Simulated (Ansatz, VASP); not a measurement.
**Co in VASP and in Ansatz**

INCAR

```
PREC = Accurate ; ENCUT = 600
EDIFF = 1E-6 ; ISMEAR = 0
SIGMA = 0.1 ; LREAL = False
LASPH = True ; NELM = 200
ALGO = Normal ; ISIF = 2
LWAVE = False ; LCHARG = False
ISPIN = 2 ; MAGMOM = 3 3 3
LORBIT = 11 ; LMAXMIX = 4
GGA = PE ; NBANDS = 36
GGA_COMPAT = False
```

File KPOINTS:

```
regular mesh
0
Gamma
  6 6 6
```

POSCAR

```
Co
1.0
    3.4833491120      0.0000000000      0.0000000000
   -1.7416745560      3.0166688212      0.0000000000
    0.0000000000      0.0000000000      2.9692852562
Co
3
Direct
    0.3333333333      0.6666666667      0.5000000000
    0.0000000000      0.0000000000      0.0000000000
    0.6666666667      0.3333333333      0.5000000000
```

Input for Ansatz:

```yaml
crystal:
  lattice:
    - [3.483349112, 0.0, 0.0]
    - [-1.741674556, 3.0166688212, 0.0]
    - [0.0, 0.0, 2.9692852562]
  atoms:
    - { symbol: Co, position: [0.3333333333, 0.6666666667, 0.5], spin: 3.0 }
    - { symbol: Co, position: [0.0, 0.0, 0.0], spin: 3.0 }
    - { symbol: Co, position: [0.6666666667, 0.3333333333, 0.5], spin: 3.0 }
basis:
  ecutwfc: 420
kpoints:
  mp_grid: { grid: [6, 6, 6] }
hamiltonian:
  xc: pbe
scf:
  occupations: { method: gaussian, width: 0.1 }
  lower_state_search: "off"
output:
  forces: true
  stress: true
  eigenvalues: true
  populations: true
magnetization:
  spin_polarized: true
```

Alike in both runs: task single point; functional PBE; k mesh 6 × 6 × 6; occupations gaussian, width 0.1 eV; collinear spin.

|  | VASP | Ansatz |
| --- | --- | --- |
| version | VASP 6.6.1 | Ansatz 0.2.0 |
| potentials or method | VASP PAW PBE potentials, release 64 (Co_sv), cutoff 600 eV | scalar-relativistic, plane waves, PAW |
| valence electrons in the cell | 51 | 51 |

Ansatz gave:

* gap on the k mesh at the Fermi level (eV): none
* net moment per atom (μB): 1.57
* size of the moment on the site where the two differ most (μB): 1.86

What did VASP give for the same quantities?

gap on the k mesh at the Fermi level (eV): none; net moment per atom (μB): 1.56; size of the moment on the site where the two differ most (μB): 1.84.

Site moments also hang on the region over which each program counts them. A gap of «none» marks a metal or a gap that the smearing closes. The functional is the same, so the differences come from potentials, cutoffs and numerics.
